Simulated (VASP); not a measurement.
# Al in VASP: single point with LDA

Aim: the single point of Al with LDA.

All numbers are computed with VASP 6.6.1; they aren't measurements. Logs are shortened: lines on timing, memory, paths and dates and some standing lists are left out, and cuts for length are marked.

## Step 1: The cell of the first run

The cell holds a slab with vacuum, 20 atoms: a = 2.827 Å, b = 9.186 Å, c = 31.425 Å, α = 90.00°, β = 90.00°, γ = 90.00°.

## Step 2: Single point, LDA

INCAR reads:

```
SYSTEM = Al
  PREC = Accurate
  ENCUT = 520
  EDIFF = 1E-6
  ISMEAR = 0
  SIGMA = 0.1
  LREAL = Auto
  LASPH = .TRUE.
  NELM = 100
  ALGO = Normal
  ISIF = 2
  LWAVE = .FALSE.
  LCHARG = .FALSE.
  LDIPOL = .TRUE.
  IDIPOL = 3
  DIPOL = 0.5 0.5 0.493
  NBANDS = 46
```

KPOINTS reads:

```
regular mesh
0
G
  9 3 1
  0 0 0
```

POSCAR reads:

```
Al
1.0
    2.8270770200      0.0000000000      0.0000000000
    0.0000000000      9.1859930700      0.0000000000
    0.0000000000      0.0000000000     31.4254956918
Al
20
Direct
    0.5000000000      0.0000000000      0.3182129599
    0.5000000000      0.5000000000      0.3182129599
    0.0000000000      0.7500000000      0.3441825330
    0.5000000000      0.2500000000      0.3701521155
    0.0000000000      0.0000000000      0.3961216887
    0.0000000000      0.5000000000      0.3961216887
    0.5000000000      0.7500000000      0.4220912712
    0.0000000000      0.2500000000      0.4480608443
    0.5000000000      0.0000000000      0.4740304269
    0.5000000000      0.5000000000      0.4740304269
    0.0000000000      0.7500000000      0.4991647261
    0.5000000000      0.2500000000      0.5259085974
    0.0000000000      0.0023324002      0.5527486615
    0.0000000000      0.4976675998      0.5527486615
    0.5000000000      0.7500000000      0.5755125836
    0.0000000000      0.2500000000      0.6035579088
    0.5000000000      0.0005260013      0.6324119432
    0.5000000000      0.4994739987      0.6324119432
    0.0000000000      0.7500000000      0.6519669504
    0.5000000000      0.2500000000      0.6797942651
```

Potentials or basis: VASP PAW LDA potentials, release 64 (Al).

Run with:

```bash
> cat potpaw_LDA.64/Al/POTCAR > POTCAR
> mpirun -np 1 vasp_std > vasp.out
```

OUTCAR:

```text
SYSTEM = Al
   PREC = Accurate
   ENCUT = 520
   EDIFF = 1E-6
   ISMEAR = 0
   LREAL = Auto
   LASPH = .TRUE.
   NELM = 100
   ISIF = 2

 ion  position               nearest neighbor table
   1  0.500  0.000  0.318-   3 2.82   3 2.82   4 2.82   5 2.83   5 2.83
   2  0.500  0.500  0.318-   3 2.82   3 2.82   4 2.82   6 2.83   6 2.83
   3  0.000  0.750  0.344-   1 2.82   2 2.82   1 2.82   2 2.82   5 2.82   6 2.82   7 2.83   7 2.83

   4  0.500  0.250  0.370-   5 2.82   6 2.82   5 2.82   6 2.82   1 2.82   2 2.82   8 2.83   8 2.83

   5  0.000  0.000  0.396-   4 2.82   4 2.82   8 2.82   3 2.82   7 2.82   7 2.82   1 2.83   1 2.83
                             9 2.83   9 2.83
   6  0.000  0.500  0.396-   4 2.82   4 2.82   8 2.82   3 2.82   7 2.82   7 2.82   2 2.83   2 2.83
                            10 2.83  10 2.83
   7  0.500  0.750  0.422-  11 2.80  11 2.80   9 2.82  10 2.82   5 2.82   5 2.82   6 2.82   6 2.82
                             3 2.83   3 2.83
   8  0.000  0.250  0.448-   5 2.82   6 2.82   9 2.82  10 2.82   9 2.82  10 2.82  12 2.83  12 2.83
                             4 2.83   4 2.83
   9  0.500  0.000  0.474-  11 2.81  11 2.81  12 2.82   7 2.82   8 2.82   8 2.82   5 2.83   5 2.83
                            13 2.85  13 2.85
  10  0.500  0.500  0.474-  11 2.81  11 2.81  12 2.82   7 2.82   8 2.82   8 2.82   6 2.83   6 2.83
                            14 2.85  14 2.85
  11  0.000  0.750  0.499-  15 2.78  15 2.78   7 2.80   7 2.80  10 2.81   9 2.81  10 2.81   9 2.81
                            14 2.87  13 2.87
  12  0.500  0.250  0.526-  13 2.81  14 2.81  13 2.81  14 2.81   9 2.82  10 2.82  16 2.82  16 2.82
                             8 2.83   8 2.83
  13  0.000  0.002  0.553-  16 2.78  15 2.81  15 2.81  12 2.81  12 2.81   9 2.85   9 2.85  11 2.87
                            17 2.88  17 2.88
  14  0.000  0.498  0.553-  16 2.78  15 2.81  15 2.81  12 2.81  12 2.81  10 2.85  10 2.85  11 2.87
                            18 2.88  18 2.88
  15  0.500  0.750  0.576-  11 2.78  11 2.78  19 2.79  19 2.79  14 2.81  13 2.81  14 2.81  13 2.81
                            18 2.91  17 2.91
  16  0.000  0.250  0.604-  13 2.78  14 2.78  20 2.78  20 2.78  12 2.82  12 2.82  18 2.84  17 2.84
                            18 2.84  17 2.84
  17  0.500  0.001  0.632-  20 2.73  19 2.77  19 2.77  16 2.84  16 2.84  13 2.88  13 2.88  15 2.91

  18  0.500  0.499  0.632-  20 2.73  19 2.77  19 2.77  16 2.84  16 2.84  14 2.88  14 2.88  15 2.91

  19  0.000  0.750  0.652-  17 2.77  18 2.77  17 2.77  18 2.77  15 2.79  15 2.79
  20  0.500  0.250  0.680-  17 2.73  18 2.73  16 2.78  16 2.78

  LATTYP: Found a simple orthorhombic cell.
 ALAT       =     2.8270770200
 B/A-ratio  =     3.2492899928
 C/A-ratio  =    11.1158965495

  Lattice vectors:

 A1 = (   2.8270770200,   0.0000000000,   0.0000000000)
 A2 = (   0.0000000000,   9.1859930700,   0.0000000000)
 A3 = (   0.0000000000,   0.0000000000,  31.4254956918)

Analysis of symmetry for initial positions (statically):
[... 169 lines left out ...]
  volume/ion in A,a.u.               =      40.81       275.37
  Fermi-wavevector in a.u.,A,eV,Ry     =   0.685820  1.296011  6.399482  0.470349
  Thomas-Fermi vector in A             =   1.765871
   LORBIT       =      0    0 simple, 1 ext, 2 COOP (PROOUT), +10 PAW based schemes
   GGA     = CA    functional components
   LHFCALC =     F    Hartree Fock is set to
   AEXX    =    0.0000 exact exchange contribution
   IVDW    =     0    specifies the selected vdW correction
   LEPSILON=     F    determine dielectric tensor
   LRPA    =     F    only Hartree local field effects (RPA)
 non-spin polarized calculation
 Gauss-broadening in eV      SIGMA  =   0.10
  energy-cutoff  :      520.00
  volume of cell :      816.10
 maximum number of plane-waves:     22004
 NGX is ok and might be reduce to    24
   NGX = 11   NGY = 35   NGZ =117

 dipolmoment           0.000000      0.000000     -0.001364 electrons x Angstroem

 number of electron      60.0000001 magnetization

 dipolmoment           0.000000      0.000000      0.006079 electrons x Angstroem

 Free energy of the ion-electron system (eV)
  ---------------------------------------------------
  ext. energy  EPLUGINS =         0.00000000
  ---------------------------------------------------
  free energy    TOTEN  =       -79.83880075 eV

  energy without entropy =      -79.79748735  energy(sigma->0) =      -79.81814405

 E-fermi :   0.5279     XC(G=0):  -4.7970

 val. band max:        0.5042778517   @ k =   0.4444   0.3333   0.0000
 cond. band min:       0.5843971104   @ k =   0.3333   0.3333   0.0000
 fundamental gap:      0.0801192587
 Fermi energy:         0.5279246648

 k-point     1 :       0.0000    0.0000    0.0000
  band No.  band energies     occupation
      1     -10.5469      2.00000
      2      -9.8739      2.00000
      3      -8.8543      2.00000
      4      -8.8136      2.00000
      5      -8.7858      2.00000
      6      -8.1703      2.00000
[... 439 lines left out ...]
     41       2.0142      0.00000
     42       2.0873      0.00000
 [bands above 42 left out]

------------------------ aborting loop because EDIFF is reached ----------------------------------------

 vacuum level on the upper side and lower side of the slab       (xc-potential included)        -0.140        -0.183

  FORCE on cell =-STRESS in cart. coord.  units (eV):
  Direction    XX          YY          ZZ          XY          YZ          ZX
  --------------------------------------------------------------------------------------
  -------------------------------------------------------------------------------------
  Total       -6.6737577     -2.9218630      0.3387023      0.0000000      0.0000000      0.0000000
  in kB      -13.1019255     -5.7362033      0.6649405      0.0000000      0.0000000      0.0000000
  external PRESSURE =      -6.0577294 kB  Pullay stress =       0.0000000 kB

 VOLUME and BASIS-vectors are now :
 -----------------------------------------------------------------------------
  energy-cutoff  :      520.00
  volume of cell :      816.10
      direct lattice vectors                 reciprocal lattice vectors
     2.827077020  0.000000000  0.000000000     0.353722234  0.000000000  0.000000000
     0.000000000  9.185993070  0.000000000     0.000000000  0.108861393  0.000000000
     0.000000000  0.000000000 31.425495692     0.000000000  0.000000000  0.031821296

 POSITION                                       TOTAL-FORCE (eV/Angst)
 -----------------------------------------------------------------------------------
      1.41354      0.00000     10.00000         0.000000      0.080965      0.038727
      1.41354      4.59300     10.00000         0.000000     -0.080965      0.038727
      0.00000      6.88949     10.81611         0.000000      0.000000     -0.153225
      1.41354      2.29650     11.63221         0.000000      0.000000     -0.250268
      0.00000      0.00000     12.44832         0.000000     -0.087118      0.178063
      0.00000      4.59300     12.44832         0.000000      0.087118      0.178063
[... 12 lines left out ...]
      0.00000      6.88949     20.48838         0.000000      0.000000     -0.015604
      1.41354      2.29650     21.36287         0.000000      0.000000      0.015326
 -----------------------------------------------------------------------------------
    total drift:                                0.000000      0.000000     -0.003570

  FREE ENERGIE OF THE ION-ELECTRON SYSTEM (eV)
  ---------------------------------------------------
  free  energy   TOTEN  =       -79.8388007496 eV

  energy  without entropy=      -79.7974873502  energy(sigma->0) =      -79.81814405

 vacuum level on the upper side and lower side of the slab         4.801         4.757
```

OSZICAR:

```text
N       E                     dE             d eps       ncg     rms          rms(c)
DAV:   1     0.207970237205E+03    0.20797E+03   -0.18570E+04   920   0.938E+02
DAV:   2    -0.663054769014E+02   -0.27428E+03   -0.25871E+03  1242   0.166E+02
DAV:   3    -0.823865987976E+02   -0.16081E+02   -0.15494E+02  1224   0.377E+01
[... 19 lines left out ...]
DAV:  23    -0.798387779099E+02   -0.23851E-04   -0.10335E-06   796   0.251E-03    0.110E-03
DAV:  24    -0.798387929514E+02   -0.15041E-04   -0.65116E-07   772   0.173E-03    0.336E-03
DAV:  25    -0.798387976277E+02   -0.46763E-05   -0.20515E-07   724   0.116E-03    0.840E-04
DAV:  26    -0.798388001106E+02   -0.24828E-05   -0.12243E-07   718   0.845E-04    0.149E-03
DAV:  27    -0.798388007496E+02   -0.63908E-06   -0.30209E-08   706   0.539E-04
   1 F= -.79838801E+02 E0= -.79818144E+02  d E =-.413134E-01
```

Wall time 16 min (1 thread of AMD EPYC 7R43 (Zen 3), shared host); peak memory 0.66 GiB.

What came out:

| Property | Result |
| --- | --- |
| Free energy | -79.8388 eV |
| Largest force | 0.250 eV/Å |
| Band gap on the k mesh | zero (bands 30 and 31 overlap by 0.94 eV) |

Forces in eV/Å, atoms in the order of the input:
```
Al   0.000  0.081  0.039
Al   0.000 -0.081  0.039
Al   0.000  0.000 -0.153
Al   0.000  0.000 -0.250
Al   0.000 -0.087  0.178
Al   0.000  0.087  0.178
Al   0.000  0.000 -0.019
Al   0.000  0.000 -0.032
Al   0.000 -0.015  0.002
Al   0.000  0.015  0.002
Al   0.000  0.000  0.002
Al   0.000  0.000 -0.002
Al   0.000 -0.005  0.005
Al   0.000  0.005  0.005
Al   0.000  0.000 -0.011
Al   0.000  0.000  0.002
Al   0.000  0.013  0.009
Al   0.000 -0.013  0.009
Al   0.000  0.000 -0.016
Al   0.000  0.000  0.015
```
